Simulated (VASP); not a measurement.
# CuO (P6_3/mmc) in VASP: further runs, part 2 of 2

VASP 6.6.1.

**5. Relaxation of cell and atoms, BLYP+D3(BJ)**

This run uses another cell than the first one, of 9.70 Å³/atom.

Input file INCAR:

```
  PREC = Accurate
  ENCUT = 600
  EDIFF = 1E-6
  ISMEAR = -1
  SIGMA = 0.05
  LREAL = F
  LASPH = T
  NELM = 80
  ALGO = Normal
  ISIF = 3
  LWAVE = F
  LCHARG = F
  GGA = B5
  ALDAX = 1.0
  AGGAX = 1.0
  AGGAC = 1.0
  ALDAC = 0.0
  IVDW = 12
  VDW_S6 = 1.0
  VDW_S8 = 2.6996
  VDW_A1 = 0.4298
  VDW_A2 = 4.2359
  IBRION = 2
  NSW = 60
  EDIFFG = -0.01
```

Input file KPOINTS:

```
Automatic mesh
0
Gamma
  10 10 6
```

Input file POSCAR:

```
CuO
1.0
    3.1795331000      0.0000000000      0.0000000000
   -1.5897665500      2.7535564400      0.0000000000
    0.0000000000      0.0000000000      4.4314907300
Cu O
2 2
Direct
    0.0000000000      0.0000000000      0.0000000000
    0.0000000000      0.0000000000      0.5000000000
    0.3333333333      0.6666666667      0.2500000000
    0.6666666667      0.3333333333      0.7500000000
```

Potentials or basis: VASP PAW PBE potentials, release 64 (Cu, O).

The run is started by

```sh
$ cat potpaw_PBE.64/Cu/POTCAR potpaw_PBE.64/O/POTCAR > POTCAR
$ mpirun -np 1 vasp_std > vasp.out
```

OUTCAR:

```text
PREC = Accurate
   ENCUT = 600
   EDIFF = 1E-6
   ISMEAR = -1
   LREAL = F
   LASPH = T
   NELM = 80
   ISIF = 3
   GGA = B5
   IVDW = 12
   IBRION = 2
   NSW = 60
   EDIFFG = -0.01
 IVDW          = 12

 ion  position               nearest neighbor table
   1  0.000  0.000  0.000-   3 2.14   4 2.14   4 2.14   3 2.14   4 2.14   3 2.14   2 2.22   2 2.22

   2  0.000  0.000  0.500-   3 2.14   4 2.14   4 2.14   3 2.14   4 2.14   3 2.14   1 2.22   1 2.22

   3  0.333  0.667  0.250-   1 2.14   2 2.14   1 2.14   2 2.14   1 2.14   2 2.14
   4  0.667  0.333  0.750-   1 2.14   2 2.14   1 2.14   2 2.14   1 2.14   2 2.14

  LATTYP: Found a hexagonal cell.
 ALAT       =     3.1795331000
 C/A-ratio  =     1.3937551806

  Lattice vectors:

 A1 = (   3.1795331000,   0.0000000000,   0.0000000000)
 A2 = (  -1.5897665500,   2.7535564400,   0.0000000000)
 A3 = (   0.0000000000,   0.0000000000,   4.4314907300)

Analysis of symmetry for initial positions (statically):
=====================================================================
 Subroutine PRICEL returns:
 Original cell was already a primitive cell.

 Routine SETGRP: Setting up the symmetry group for a
 hexagonal supercell.

 Subroutine GETGRP returns: Found 24 space group operations
 (whereof 12 operations were pure point group operations)
 out of a pool of 24 trial point group operations.

[... 166 lines left out ...]
  ---------------------------------------------------
  free energy    TOTEN  =       -16.45360004 eV

  energy without entropy =      -16.42596337  energy(sigma->0) =      -16.43978170

------------------------ aborting loop because EDIFF is reached ----------------------------------------

 Edisp (eV)   -2.58838

 E8    (eV) :    -1.7975
[... 111 lines left out ...]
  FREE ENERGIE OF THE ION-ELECTRON SYSTEM (eV)
  ---------------------------------------------------
  free  energy   TOTEN  =       -19.6993721629 eV

  energy  without entropy=      -19.6685710821  energy(sigma->0) =      -19.68397162

[... ionic steps 4 to 11 ...]

--------------------------------------- Ionic step       12  -------------------------------------------

 number of electron      34.0000012 magnetization

------------------------ aborting loop because EDIFF is reached ----------------------------------------
[... 79 lines left out ...]
--------------------------------------- Ionic step       14  -------------------------------------------

 number of electron      34.0000013 magnetization

 Free energy of the ion-electron system (eV)
  ---------------------------------------------------
  ext. energy  EPLUGINS =         0.00000000
  ---------------------------------------------------
  free energy    TOTEN  =       -17.13942672 eV

  energy without entropy =      -17.10867829  energy(sigma->0) =      -17.12405251

 E-fermi :   6.5015     XC(G=0): -11.8087

 val. band max:        6.4916350438   @ k =   0.4000   0.2000   0.0000
 cond. band min:       6.5073462817   @ k =   0.5000   0.0000   0.3333
 fundamental gap:      0.0157112379
 Fermi energy:         6.5015068365

 k-point     1 :       0.0000    0.0000    0.0000
  band No.  band energies     occupation
      1     -12.9270      2.00000
      2     -11.7868      2.00000
      3      -0.9857      2.00000
      4       1.6779      2.00000
      5       1.6779      2.00000
      6       3.0171      2.00000
[... 565 lines left out ...]
     20      14.1628      0.00000
     21      15.3540      0.00000

 [... further k-points ...]

------------------------ aborting loop because EDIFF is reached ----------------------------------------

 Edisp (eV)   -2.61299

 E8    (eV) :    -1.8100
[... 27 lines left out ...]
  FREE ENERGIE OF THE ION-ELECTRON SYSTEM (eV)
  ---------------------------------------------------
  free  energy   TOTEN  =       -19.7524142542 eV

  energy  without entropy=      -19.7216658255  energy(sigma->0) =      -19.73704004

 reached required accuracy - stopping structural energy minimisation
```

OSZICAR:

```text
N       E                     dE             d eps       ncg     rms          rms(c)
DAV:   1     0.321476833849E+03    0.32148E+03   -0.18724E+04  2480   0.292E+03
DAV:   2     0.236382659252E+02   -0.29784E+03   -0.28521E+03  2395   0.471E+02
DAV:   3    -0.207883170456E+02   -0.44427E+02   -0.41803E+02  3214   0.198E+02
[... 126 lines left out ...]
DAV:   1    -0.171395233492E+02   -0.94230E-03   -0.35112E-03  3461   0.853E-01    0.767E-02
DAV:   2    -0.171394518490E+02    0.71500E-04   -0.34268E-04  3040   0.556E-01    0.359E-02
DAV:   3    -0.171394356449E+02    0.16204E-04   -0.63379E-05  3444   0.308E-01    0.247E-02
DAV:   4    -0.171394271934E+02    0.84515E-05   -0.15466E-05  3261   0.134E-01    0.714E-03
DAV:   5    -0.171394267195E+02    0.47388E-06   -0.51286E-06  2599   0.249E-02
  14 F= -.19752414E+02 E0= -.19737040E+02  d E =-.162513E-03
```

CONTCAR:

```text
CuO
   1.00000000000000
     2.9468122943847135   -0.0000000000000000   -0.0000000000000000
    -1.4734061471923567    2.5520143096605810    0.0000000000000000
    -0.0000000000000000   -0.0000000000000000    5.0676079657163857
  Cu              O
     2     2
Direct
     0.0000000000000000    0.0000000000000000    0.0000000000000000
     0.0000000000000000    0.0000000000000000    0.5000000000000000
     0.3333333332999970    0.6666666667000030    0.2500000000000000
     0.6666666667000030    0.3333333332999970    0.7500000000000000

  0.00000000E+00  0.00000000E+00  0.00000000E+00
  0.00000000E+00  0.00000000E+00  0.00000000E+00
  0.00000000E+00  0.00000000E+00  0.00000000E+00
  0.00000000E+00  0.00000000E+00  0.00000000E+00
```

Run time: 17 min. Hardware: 1 thread of AMD EPYC 7R43 (Zen 3), shared host; peak memory 0.19 GiB.

Results:

| Item | Value |
| --- | --- |
| Free energy | -19.7524 eV |
| Relaxed volume | 9.53 Å³/atom |
| Relaxed cell | a = 2.947 Å, b = 2.947 Å, c = 5.068 Å, α = 90.00°, β = 90.00°, γ = 120.00° |
| Space group after relaxing (to 0.1 Å) | P6_3/mmc (No. 194) |
| Energy gained by relaxing | 177.6 meV/atom |
| Ionic steps | 14 |
| Pressure after relaxing | 0.0 GPa |
| Band gap on the k mesh | zero (bands 17 and 18 overlap by 1.00 eV) |
| Dispersion energy per atom | -0.653 eV |

Step by step:
```
step  energy change (eV)  largest force (eV/Å)  pressure (GPa)  volume (Å³)
   1              0.0000                0.0000            3.21        38.80
   2             -0.6041                0.0000           -5.08        39.66
   3             -0.6574                0.0000           -6.71        39.85
   4             -0.6641                0.0000           -7.23        39.91
   5             -0.6994                0.0000            4.25        37.27
   6             -0.7100                0.0000            0.20        38.09
   7             -0.7100                0.0000            0.49        38.06
   8             -0.7102                0.0000           -0.48        38.22
   9             -0.7103                0.0000           -0.12        38.17
  10             -0.7103                0.0000           -0.32        38.18
  11             -0.7103                0.0000           -0.20        38.17
  12             -0.7104                0.0000           -0.20        38.14
  13             -0.7104                0.0000           -0.05        38.10
  14             -0.7104                0.0000           -0.04        38.11
```

Final structure:
```yaml
crystal:
  lattice:
    - [2.94681, 0.00000, 0.00000]
    - [-1.47341, 2.55201, 0.00000]
    - [0.00000, 0.00000, 5.06761]
  atoms:
    - { symbol: Cu, position: [0.00000, 0.00000, 0.00000] }
    - { symbol: Cu, position: [0.00000, 0.00000, 0.50000] }
    - { symbol: O, position: [0.33333, 0.66667, 0.25000] }
    - { symbol: O, position: [0.66667, 0.33333, 0.75000] }
```

Caveat: the PAW data sets were made with another functional, which shifts forces and pressure a little; semilocal functionals often make such compounds metallic where correlation or magnetic order opens a gap, which also shifts bond lengths. With open d or f shells a metallic result of BLYP can be an artefact of self-interaction; +U or a hybrid may open a gap.

**6. Overview**

| task | level | U | cell | cutoff (eV) | gap on the mesh (eV) | pressure (GPa) |
| --- | --- | --- | --- | --- | --- | --- |
| single point | BLYP+D3(BJ) | - | a = 2.946, b = 2.946, c = 5.067 Å, angles 90.0, 90.0, 120.0°, 4 atoms | 520 | none | 0.5 |
| single point | PBEsol | - | a = 3.180, b = 3.180, c = 4.431 Å, angles 90.0, 90.0, 120.0°, 4 atoms | 520 | none | -2.4 |
| single point | PBEsol+U | Cu d U = 5.3 eV | a = 3.180, b = 3.180, c = 4.431 Å, angles 90.0, 90.0, 120.0°, 4 atoms | 520 | none | -7.8 |
| relaxation of cell and atoms | BLYP+D3(BJ) | - | relaxed from a = 3.180, b = 3.180, c = 4.431 Å, angles 90.0, 90.0, 120.0°, 4 atoms | 600 | none | 0.0 |

Alike in all rows: potentials or basis VASP PAW PBE potentials, release 64 (Cu, O); no spin polarisation; k mesh 10 × 10 × 6; smearing fermi-dirac 0.05 eV.

Caveats: the PAW data sets were made with another functional, which shifts forces and pressure a little; semilocal functionals often make such compounds metallic where correlation or magnetic order opens a gap, which also shifts bond lengths (at least some runs); the cell stands under tension (at least some runs); U without spin polarisation on a metal has little footing (at least some runs).

Absolute energies hang on the potentials; compare differences alone.
